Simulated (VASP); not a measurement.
# TeAs (P4/mmm) in VASP: relaxation of cell and atoms with LDA

Aim: the relaxation of cell and atoms of TeAs with LDA.

Everything below comes from runs of VASP 6.6.1. Logs are shortened: lines on timing, memory, paths and dates and some standing lists are left out, and cuts for length are marked.

### 1 The cell of the first run

It takes space group P4/mmm (No. 123, tetragonal). The conventional cell has a = 3.380 Å, b = 3.380 Å, c = 4.563 Å, α = 90.00°, β = 90.00°, γ = 90.00°. Within 4.3 Å of Te (site symmetry 4/mmm) lie 8 As at 3.30 Å and 4 Te at 3.38 Å. Within 4.3 Å of As (site symmetry 4/mmm) lie 8 Te at 3.30 Å and 4 As at 3.38 Å.

### 2 Relaxation of cell and atoms, LDA

The input, INCAR:

```
ALGO = Normal
EDIFF = 1E-6
EDIFFG = -0.03
ENCUT = 600
IBRION = 2
ISIF = 3
ISMEAR = -1
LASPH = T
LCHARG = F
LREAL = F
LWAVE = F
NELM = 100
NSW = 60
PREC = Accurate
SIGMA = 0.02
```

The input, KPOINTS:

```
k-points
0
Gamma
  7 7 5
```

The input, POSCAR:

```
TeAs
1.0
    3.3800000000      0.0000000000      0.0000000000
    0.0000000000      3.3800000000      0.0000000000
    0.0000000000      0.0000000000      4.5630000000
Te As
1 1
Direct
    0.0000000000      0.0000000000      0.0000000000
    0.5000000000      0.5000000000      0.5000000000
```

Potentials or basis: VASP PAW LDA potentials, release 64 (Te, As).

Command:

```sh
cat potpaw_LDA.64/Te/POTCAR potpaw_LDA.64/As/POTCAR > POTCAR
mpirun -np 1 vasp_std > vasp.out
```

OUTCAR:

```text
EDIFF = 1E-6
   EDIFFG = -0.03
   ENCUT = 600
   IBRION = 2
   ISIF = 3
   ISMEAR = -1
   LASPH = T
   LREAL = F
   NELM = 100
   NSW = 60
   PREC = Accurate

 ion  position               nearest neighbor table
   1  0.000  0.000  0.000-
   2  0.500  0.500  0.500-

  LATTYP: Found a simple tetragonal cell.
 ALAT       =     3.3800000000
 C/A-ratio  =     1.3500000000

  Lattice vectors:

 A1 = (   3.3800000000,   0.0000000000,   0.0000000000)
 A2 = (   0.0000000000,   3.3800000000,   0.0000000000)
 A3 = (   0.0000000000,   0.0000000000,   4.5630000000)

Analysis of symmetry for initial positions (statically):
=====================================================================
 Subroutine PRICEL returns:
 Original cell was already a primitive cell.

 Routine SETGRP: Setting up the symmetry group for a
 simple tetragonal supercell.

 Subroutine GETGRP returns: Found 16 space group operations
 (whereof 16 operations were pure point group operations)
 out of a pool of 16 trial point group operations.

The static configuration has the point symmetry D_4h.

Analysis of symmetry for dynamics (positions and initial velocities):
=====================================================================
 Subroutine PRICEL returns:
 Original cell was already a primitive cell.

 Routine SETGRP: Setting up the symmetry group for a
 simple tetragonal supercell.

 Subroutine GETGRP returns: Found 16 space group operations
 (whereof 16 operations were pure point group operations)
 out of a pool of 16 trial point group operations.

The dynamic configuration has the point symmetry D_4h.

 Subroutine INISYM returns: Found 16 space group operations
 (whereof 16 operations are pure point group operations),
 and found     1 'primitive' translations

----------------------------------------------------------------------------------------

                                     Primitive cell

  volume of cell :      52.1295

  direct lattice vectors                    reciprocal lattice vectors
     3.380000000  0.000000000  0.000000000     0.295857988  0.000000000  0.000000000
     0.000000000  3.380000000  0.000000000     0.000000000  0.295857988  0.000000000
     0.000000000  0.000000000  4.563000000     0.000000000  0.000000000  0.219154065

  length of vectors
     3.380000000  3.380000000  4.563000000     0.295857988  0.295857988  0.219154065

  position of ions in fractional coordinates (direct lattice)
     0.000000000  0.000000000  0.000000000
     0.500000000  0.500000000  0.500000000

  ion indices of the primitive-cell ions
   primitive index   ion index
                 1           1
                 2           2

----------------------------------------------------------------------------------------

 KPOINTS: k-points

Automatic generation of k-mesh.
 Grid dimensions read from file:
 generate k-points for:    7    7    5

 Generating k-lattice:

  Cartesian coordinates                     Fractional coordinates (reciprocal lattice)
     0.042265427  0.000000000  0.000000000     0.142857143  0.000000000  0.000000000
     0.000000000  0.042265427  0.000000000     0.000000000  0.142857143  0.000000000
     0.000000000  0.000000000  0.043830813     0.000000000  0.000000000  0.200000000

  Length of vectors
     0.042265427  0.042265427  0.043830813

  Shift w.r.t. Gamma in fractional coordinates (k-lattice)
     0.000000000  0.000000000  0.000000000

 Subroutine IBZKPT returns following result:
 ===========================================

 Found     30 irreducible k-points:

 Following reciprocal coordinates:
            Coordinates               Weight
  0.000000  0.000000  0.000000      1.000000
  0.142857  0.000000  0.000000      4.000000
  0.285714  0.000000  0.000000      4.000000
  0.428571  0.000000  0.000000      4.000000
  0.142857  0.142857  0.000000      4.000000
  0.285714  0.142857  0.000000      8.000000
[... 16 lines left out ...]
  0.285714  0.000000  0.400000      8.000000
  0.428571  0.000000  0.400000      8.000000
 [... further k-points ...]
   k-points           NKPTS =     30   k-points in BZ     NKDIM =     30   number of bands    NBANDS=      9
   number of dos      NEDOS =    301   number of ions     NIONS =      2
   total plane-waves  NPLWV =  28224
   dimension x,y,z NGX =    28 NGY =   28 NGZ =   36
   dimension x,y,z NGXF=    56 NGYF=   56 NGZF=   72
   ions per type =               1   1
   NGX,Y,Z   is equivalent  to a cutoff of  13.77, 13.77, 13.12 a.u.
   NGXF,Y,Z  is equivalent  to a cutoff of  27.54, 27.54, 26.23 a.u.
 SYSTEM =  unknown system
   PREC   = accura    normal or accurate (medium, high low for compatibility)
   ISTART =      0    job   : 0-new  1-cont  2-samecut
   ICHARG =      2    charge: 1-file 2-atom 10-const
   ISPIN  =      1    spin polarized calculation?
   LNONCOLLINEAR =      F non collinear calculations
   LSORBIT =      F    spin-orbit coupling
   LASPH  =      T    aspherical Exc in radial PAW
   ENCUT  =  600.0 eV  44.10 Ry    6.64 a.u.   6.75  6.75  9.11*2*pi/ulx,y,z
   NELM   =    100;   NELMIN=  2; NELMDL= -5     # of ELM steps
   EDIFF  = 0.1E-05   stopping-criterion for ELM
   LREAL  =      F    real-space projection
   EDIFFG = -.3E-01   stopping-criterion for IOM
   NSW    =     60    number of steps for IOM
   IBRION =      2    ionic relax: 0-MD 1-quasi-New 2-CG
   NFREE  =      1    steps in history (QN), initial steepest desc. (CG)
   ISIF   =      3    stress and relaxation
   ISYM   =      2    0-nonsym 1-usesym 2-fastsym
   POTIM  = 0.5000    time-step for ionic-motion
   TEBEG  =    0.0;   TEEND  =   0.0 temperature during run
   PSTRESS=    0.0 pullay stress
   NELECT =      11.0000    total number of electrons
   NUPDOWN=      -1.0000    fix difference up-down
   EMIN   =  10.00;   EMAX   =-10.00  energy-range for DOS
   EFERMI =   0.00;   METHOD = LEGACY
   ISMEAR =    -1;   SIGMA  =   0.02  broadening in eV -4-tet -1-fermi 0-gaus
   EFERMI_NEDOS =   21; number of points for ismear=-14 and -15
   IALGO  =     38    algorithm
   IMIX   =      4    mixing-type and parameters
     AMIX     =   0.40;   BMIX     =  1.00
     AMIX_MAG =   1.60;   BMIX_MAG =  1.00
  volume/ion in A,a.u.               =      26.06       175.89
  Fermi-wavevector in a.u.,A,eV,Ry     =   0.974640  1.841803 12.924501  0.949924
  Thomas-Fermi vector in A             =   2.105116
   LORBIT       =      0    0 simple, 1 ext, 2 COOP (PROOUT), +10 PAW based schemes
   GGA     = CA    functional components
   LHFCALC =     F    Hartree Fock is set to
   AEXX    =    0.0000 exact exchange contribution
   IVDW    =     0    specifies the selected vdW correction
   LEPSILON=     F    determine dielectric tensor
   LRPA    =     F    only Hartree local field effects (RPA)
 conjugate gradient relaxation of ions
 non-spin polarized calculation
  energy-cutoff  :      600.00
  volume of cell :       52.13
 maximum number of plane-waves:      1763
 NGX is ok and might be reduce to    28
   NGX = 13   NGY = 13   NGZ = 19

--------------------------------------- Ionic step        1  -------------------------------------------

 number of electron      11.0000002 magnetization

 Free energy of the ion-electron system (eV)
  ---------------------------------------------------
  ext. energy  EPLUGINS =         0.00000000
  ---------------------------------------------------
  free energy    TOTEN  =        -7.96278451 eV

  energy without entropy =       -7.96045630  energy(sigma->0) =       -7.96162040

------------------------ aborting loop because EDIFF is reached ----------------------------------------

  FORCE on cell =-STRESS in cart. coord.  units (eV):
  Direction    XX          YY          ZZ          XY          YZ          ZX
  --------------------------------------------------------------------------------------
  -------------------------------------------------------------------------------------
  Total       -2.5085194     -2.5085194     -3.4663439      0.0000000      0.0000000     -0.0000000
  in kB      -77.0981903    -77.0981903   -106.5364841      0.0000000      0.0000000     -0.0000000
  external PRESSURE =     -86.9109549 kB  Pullay stress =       0.0000000 kB
[... 89 lines left out ...]
  FREE ENERGIE OF THE ION-ELECTRON SYSTEM (eV)
  ---------------------------------------------------
  free  energy   TOTEN  =        -8.2098941237 eV

  energy  without entropy=       -8.2077961826  energy(sigma->0) =       -8.20884515

[... ionic steps 4 to 13 ...]

--------------------------------------- Ionic step       14  -------------------------------------------

 number of electron      11.0000002 magnetization

------------------------ aborting loop because EDIFF is reached ----------------------------------------

  FORCE on cell =-STRESS in cart. coord.  units (eV):
  Direction    XX          YY          ZZ          XY          YZ          ZX
  --------------------------------------------------------------------------------------
  -------------------------------------------------------------------------------------
  Total       -0.0106376     -0.0106376      0.0674520      0.0000000     -0.0000000      0.0000000
  in kB       -0.3855240     -0.3855240      2.4445614      0.0000000     -0.0000000      0.0000000
  external PRESSURE =       0.5578378 kB  Pullay stress =       0.0000000 kB
[... 57 lines left out ...]
  energy  without entropy=       -8.4965210888  energy(sigma->0) =       -8.49822564

--------------------------------------- Ionic step       16  -------------------------------------------

 number of electron      11.0000002 magnetization

 Free energy of the ion-electron system (eV)
  ---------------------------------------------------
  ext. energy  EPLUGINS =         0.00000000
  ---------------------------------------------------
  free energy    TOTEN  =        -8.50030245 eV

  energy without entropy =       -8.49704042  energy(sigma->0) =       -8.49867143

 E-fermi :   8.1925     XC(G=0): -10.8238

 val. band max:        8.1785376774   @ k =   0.1429   0.1429   0.2000
 cond. band min:       8.2015938465   @ k =   0.2857   0.1429   0.4000
 fundamental gap:      0.0230561691
 Fermi energy:         8.1924968169

 k-point     1 :       0.0000    0.0000    0.0000
  band No.  band energies     occupation
      1      -6.7659      2.00000
      2       0.6029      2.00000
      3       5.2480      2.00000
      4       5.2480      2.00000
      5       5.6461      2.00000
      6      11.1644      0.00000
      7      11.3535      0.00000
      8      12.8336      0.00000
      9      12.9200      0.00000
[... 265 lines left out ...]
 k-point    24 :       0.4286    0.0000    0.4000
  band No.  band energies     occupation
      1      -3.3086      2.00000
      2      -2.3043      2.00000
      3       1.7824      2.00000
      4       2.5751      2.00000
      5       8.6012      0.00000
      6       9.2565      0.00000
      7      10.5183      0.00000
      8      11.3601      0.00000
      9      14.8660      0.00000

 [... further k-points ...]
[... 5 lines left out ...]
  --------------------------------------------------------------------------------------
  -------------------------------------------------------------------------------------
  Total       -0.0000422     -0.0000422      0.0006929      0.0000000     -0.0000000     -0.0000000
  in kB       -0.0015292     -0.0015292      0.0250991      0.0000000     -0.0000000     -0.0000000
  external PRESSURE =       0.0073469 kB  Pullay stress =       0.0000000 kB
[... 17 lines left out ...]
  FREE ENERGIE OF THE ION-ELECTRON SYSTEM (eV)
  ---------------------------------------------------
  free  energy   TOTEN  =        -8.5003024501 eV

  energy  without entropy=       -8.4970404163  energy(sigma->0) =       -8.49867143

 reached required accuracy - stopping structural energy minimisation
```

It took 2.5 min on 1 thread of Intel Xeon 8259CL, shared host; peak memory 0.17 GiB.

Results:

```
Free energy                            : -8.5003 eV
Relaxed volume                         : 22.12 Å³/atom
Relaxed cell                           : a = 3.562 Å, b = 3.562 Å, c = 3.486 Å, α = 90.00°, β = 90.00°, γ = 90.00°
Space group after relaxing (to 0.05 Å) : P4/mmm (No. 123)
Energy gained by relaxing              : 268.8 meV/atom
Ionic steps                            : 16
Pressure after relaxing                : 0.0 GPa
```

The path:
```
step  energy change (eV)  largest force (eV/Å)  pressure (GPa)  volume (Å³)
   1              0.0000                0.0000           -8.69        52.13
   2             -0.2206                0.0000            4.37        42.16
   3             -0.2471                0.0000            0.39        44.31
   4             -0.2472                0.0000            0.15        44.46
   5             -0.2557                0.0000            0.05        44.49
   6             -0.2842                0.0000           -0.47        44.53
   7             -0.3869                0.0000           -0.64        44.47
   8             -0.5345                0.0000            0.95        43.70
   9             -0.5331                0.0000            0.04        43.96
  10             -0.5351                0.0000            0.49        43.84
  11             -0.5365                0.0000            0.74        43.78
  12             -0.5135                0.0000           -3.22        46.34
  13             -0.5375                0.0000            0.02        44.23
  14             -0.5375                0.0000            0.06        44.21
  15             -0.5371                0.0000           -0.16        44.30
  16             -0.5375                0.0000            0.00        44.23
```

Final structure:
```
Te As
1.0
     3.56213    0.00000    0.00000
     0.00000    3.56213    0.00000
     0.00000    0.00000    3.48597
Te As
1 1
Direct
  0.00000 0.00000 0.00000
  0.50000 0.50000 0.50000
```

Levels at points of the mesh, in eV from the Fermi level:
| k point | band 2 | band 3 | band 4 | band 5 | band 6 | band 7 | band 8 | band 9 |
| --- | --- | --- | --- | --- | --- | --- | --- | --- |
| (0.00, 0.00, 0.00) | -7.59 | -2.94 | -2.94 | -2.55 | 2.97 | 3.16 | 4.64 | 4.73 |

Caveat: the volume moved by over 15 % at a fixed basis, so the end points are rough; spin-orbit coupling is left out, which moves the levels of the heavy elements.
